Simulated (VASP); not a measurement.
# NaI (F-43m) in VASP: notebook

NaI is run at these levels: LDA, HSE06; tasks: single point.

Everything below comes from runs of VASP 6.6.1. Logs are shortened: lines on timing, memory, paths and dates and some standing lists are left out, and cuts for length are marked.

## (1) The cell of the first run

It takes space group F-43m (No. 216, cubic). The conventional cell has a = 7.086 Å, b = 7.086 Å, c = 7.086 Å, α = 90.00°, β = 90.00°, γ = 90.00°. Within 4.0 Å of Na (site symmetry -43m) lie 4 I at 3.07 Å. Within 4.0 Å of I (site symmetry -43m) lie 4 Na at 3.07 Å.

## (2) Single point, LDA

The input, INCAR:

```
SYSTEM = NaI
ALGO = Normal
EDIFF = 1E-6
ENCUT = 500
GGA_COMPAT = .FALSE.
ISIF = 2
ISMEAR = 0
LASPH = .TRUE.
LCHARG = .TRUE.
LELF = .TRUE.
LREAL = .FALSE.
LVHAR = .TRUE.
LWAVE = .FALSE.
NBANDS = 14
NELM = 120
PREC = Accurate
SIGMA = 0.01
```

The input, KPOINTS:

```
k-points
0
G
  2 2 2
  0 0 0
```

The input, POSCAR:

```
NaI
1.0
    0.0000000000      3.5431916810      3.5431916810
    3.5431916810      0.0000000000      3.5431916810
    3.5431916810      3.5431916810      0.0000000000
Na I
1 1
Direct
    0.0000000000      0.0000000000      0.0000000000
    0.2500000000      0.2500000000      0.2500000000
```

Potentials or basis: VASP PAW LDA potentials, release 64 (Na_pv, I).

Run with:

```bash
$ cat potpaw_LDA.64/Na_pv/POTCAR potpaw_LDA.64/I/POTCAR > POTCAR
$ mpirun -np 1 vasp_std > vasp.out
```

OUTCAR:

```text
SYSTEM = NaI
   EDIFF = 1E-6
   ENCUT = 500
   ISIF = 2
   ISMEAR = 0
   LASPH = .TRUE.
   LREAL = .FALSE.
   NELM = 120
   PREC = Accurate

 ion  position               nearest neighbor table
   1  0.000  0.000  0.000-   2 3.07   2 3.07   2 3.07   2 3.07
   2  0.250  0.250  0.250-   1 3.07   1 3.07   1 3.07   1 3.07

  LATTYP: Found a face centered cubic cell.
 ALAT       =     7.0863833620

  Lattice vectors:

 A1 = (   0.0000000000,   3.5431916810,   3.5431916810)
 A2 = (   3.5431916810,   0.0000000000,   3.5431916810)
 A3 = (   3.5431916810,   3.5431916810,   0.0000000000)

Analysis of symmetry for initial positions (statically):
=====================================================================
 Subroutine PRICEL returns:
 Original cell was already a primitive cell.

 Routine SETGRP: Setting up the symmetry group for a
 face centered cubic supercell.

 Subroutine GETGRP returns: Found 24 space group operations
 (whereof 24 operations were pure point group operations)
 out of a pool of 48 trial point group operations.

The static configuration has the point symmetry T_d .

Analysis of symmetry for dynamics (positions and initial velocities):
=====================================================================
 Subroutine PRICEL returns:
 Original cell was already a primitive cell.

 Routine SETGRP: Setting up the symmetry group for a
 face centered cubic supercell.

 Subroutine GETGRP returns: Found 24 space group operations
 (whereof 24 operations were pure point group operations)
 out of a pool of 48 trial point group operations.

The dynamic configuration has the point symmetry T_d .

 Subroutine INISYM returns: Found 24 space group operations
 (whereof 24 operations are pure point group operations),
 and found     1 'primitive' translations

----------------------------------------------------------------------------------------

                                     Primitive cell

  volume of cell :      88.9639

  direct lattice vectors                    reciprocal lattice vectors
     0.000000000  3.543191681  3.543191681    -0.141115707  0.141115707  0.141115707
     3.543191681  0.000000000  3.543191681     0.141115707 -0.141115707  0.141115707
     3.543191681  3.543191681  0.000000000     0.141115707  0.141115707 -0.141115707

  length of vectors
[... 68 lines left out ...]
   POTIM  = 0.5000    time-step for ionic-motion
   TEBEG  =    0.0;   TEEND  =   0.0 temperature during run
   PSTRESS=    0.0 pullay stress
   NELECT =      14.0000    total number of electrons
   NUPDOWN=      -1.0000    fix difference up-down
   EMIN   =  10.00;   EMAX   =-10.00  energy-range for DOS
   EFERMI =   0.00;   METHOD = LEGACY
   ISMEAR =     0;   SIGMA  =   0.01  broadening in eV -4-tet -1-fermi 0-gaus
   EFERMI_NEDOS =   21; number of points for ismear=-14 and -15
   IALGO  =     38    algorithm
   IMIX   =      4    mixing-type and parameters
     AMIX     =   0.40;   BMIX     =  1.00
     AMIX_MAG =   1.60;   BMIX_MAG =  1.00
  volume/ion in A,a.u.               =      44.48       300.18
  Fermi-wavevector in a.u.,A,eV,Ry     =   0.883852  1.670238 10.628794  0.781194
  Thomas-Fermi vector in A             =   2.004674
   LORBIT       =      0    0 simple, 1 ext, 2 COOP (PROOUT), +10 PAW based schemes
   GGA     = CA    functional components
   LHFCALC =     F    Hartree Fock is set to
   AEXX    =    0.0000 exact exchange contribution
   IVDW    =     0    specifies the selected vdW correction
   LEPSILON=     F    determine dielectric tensor
   LRPA    =     F    only Hartree local field effects (RPA)
 non-spin polarized calculation
 Gauss-broadening in eV      SIGMA  =   0.01
  energy-cutoff  :      500.00
  volume of cell :       88.96
 maximum number of plane-waves:      2276
 NGX is ok and might be reduce to    40
   NGX = 19   NGY = 19   NGZ = 19

 number of electron      14.0000006 magnetization

 Free energy of the ion-electron system (eV)
  ---------------------------------------------------
  ext. energy  EPLUGINS =         0.00000000
  ---------------------------------------------------
  free energy    TOTEN  =        -5.57419161 eV

  energy without entropy =       -5.57419161  energy(sigma->0) =       -5.57419161

 E-fermi :  -1.1112     XC(G=0):  -6.8642

 val. band max:       -1.1983230498   @ k =   0.0000   0.0000   0.0000
 cond. band min:       2.2309243008   @ k =   0.0000   0.0000   0.0000
 fundamental gap:      3.4292473506
 Fermi energy:        -1.1111597711

 k-point     1 :       0.0000    0.0000    0.0000
  band No.  band energies     occupation
      1     -23.4095      2.00000
      2     -23.4095      2.00000
      3     -23.4095      2.00000
      4     -11.6686      2.00000
      5      -1.1983      2.00000
      6      -1.1983      2.00000
      7      -1.1983      2.00000
      8       2.2309      0.00000
      9       6.4485      0.00000
     10       6.4485      0.00000
     11       6.4485      0.00000
     12       8.3208      0.00000
     13       8.3208      0.00000
     14       9.3948      0.00000
[... 20 lines left out ...]
      1     -23.4123      2.00000
      2     -23.4103      2.00000
      3     -23.4103      2.00000
      4     -11.4908      2.00000
      5      -2.4016      2.00000
      6      -1.6202      2.00000
      7      -1.6202      2.00000
      8       3.6382      0.00000
      9       4.7061      0.00000
     10       7.4965      0.00000
     11       8.8750      0.00000
     12       8.8750      0.00000
     13      10.3497      0.00000
     14      10.4500      0.00000

------------------------ aborting loop because EDIFF is reached ----------------------------------------

  FORCE on cell =-STRESS in cart. coord.  units (eV):
  Direction    XX          YY          ZZ          XY          YZ          ZX
  --------------------------------------------------------------------------------------
  -------------------------------------------------------------------------------------
  Total       -0.0590594     -0.0590594     -0.0590594     -0.0000000      0.0000000      0.0000000
  in kB       -1.0636183     -1.0636183     -1.0636183     -0.0000000      0.0000000      0.0000000
  external PRESSURE =      -1.0636183 kB  Pullay stress =       0.0000000 kB

 VOLUME and BASIS-vectors are now :
 -----------------------------------------------------------------------------
  energy-cutoff  :      500.00
  volume of cell :       88.96
      direct lattice vectors                 reciprocal lattice vectors
     0.000000000  3.543191681  3.543191681    -0.141115707  0.141115707  0.141115707
     3.543191681  0.000000000  3.543191681     0.141115707 -0.141115707  0.141115707
     3.543191681  3.543191681  0.000000000     0.141115707  0.141115707 -0.141115707

 POSITION                                       TOTAL-FORCE (eV/Angst)
 -----------------------------------------------------------------------------------
      0.00000      0.00000      0.00000         0.000000      0.000000      0.000000
      1.77160      1.77160      1.77160        -0.000000     -0.000000     -0.000000
 -----------------------------------------------------------------------------------
    total drift:                                0.000000      0.000000      0.000000

  FREE ENERGIE OF THE ION-ELECTRON SYSTEM (eV)
  ---------------------------------------------------
  free  energy   TOTEN  =        -5.5741916070 eV

  energy  without entropy=       -5.5741916070  energy(sigma->0) =       -5.57419161
```

OSZICAR:

```text
N       E                     dE             d eps       ncg     rms          rms(c)
DAV:   1     0.718758460644E+02    0.71876E+02   -0.61193E+03    84   0.797E+02
DAV:   2     0.108877685402E+01   -0.70787E+02   -0.66824E+02    96   0.183E+02
DAV:   3    -0.555990169833E+01   -0.66487E+01   -0.66136E+01   102   0.559E+01
DAV:   4    -0.573659820632E+01   -0.17670E+00   -0.17665E+00   124   0.950E+00
DAV:   5    -0.573786602353E+01   -0.12678E-02   -0.12678E-02    96   0.831E-01    0.174E+00
DAV:   6    -0.560087643763E+01    0.13699E+00   -0.12675E-01    84   0.197E+00    0.116E+00
DAV:   7    -0.557180857618E+01    0.29068E-01   -0.10086E-01    90   0.147E+00    0.677E-01
DAV:   8    -0.557429423769E+01   -0.24857E-02   -0.49658E-03   102   0.579E-01    0.162E-01
DAV:   9    -0.557406367673E+01    0.23056E-03   -0.50108E-04    96   0.194E-01    0.404E-02
DAV:  10    -0.557418783425E+01   -0.12416E-03   -0.10825E-04   108   0.739E-02    0.204E-02
DAV:  11    -0.557419069096E+01   -0.28567E-05   -0.11501E-05    96   0.363E-02    0.367E-03
DAV:  12    -0.557419160699E+01   -0.91603E-06   -0.15211E-06   114   0.688E-03
   1 F= -.55741916E+01 E0= -.55741916E+01  d E =-.213862E-35
```

stdout:

```text
POSCAR found type information on POSCAR NaI
 POSCAR found :  2 types and       2 ions
 scaLAPACK will be used
 LDA part: xc-table for (Slater(with rela. corr.)+CA(PZ))
 , standard interpolation
 POSCAR, INCAR and KPOINTS ok, starting setup
 FFT: planning ... GRIDC
 FFT: planning ... GRID_SOFT
 FFT: planning ... GRID
 WAVECAR not read
 entering main loop
```

Run time: 13 s. Hardware: 1 thread of AMD EPYC, shared host; peak memory 0.15 GiB.

What came out:

```
Free energy            : -5.5742 eV
Pressure               : -0.1 GPa
Band gap on the k mesh : 3.43 eV
```

Levels at points of the mesh, in eV from the valence-band top:
```csv
k point,band 4,band 5,band 6,band 7,band 8,band 9,band 10,band 11
"(0.00, 0.00, 0.00)",-10.47,0.00,0.00,0.00,3.43,7.65,7.65,7.65
"(0.50, 0.00, 0.00)",-10.34,-1.30,-0.14,-0.14,5.07,7.35,7.41,7.41
"(0.50, 0.50, 0.00)",-10.29,-1.20,-0.42,-0.42,4.84,5.90,8.69,10.07
```

Caveat: the k points lie up to 0.77 Å⁻¹ apart; spin-orbit coupling is left out, which moves the levels of the heavy elements.

[end of part 1 of 2]
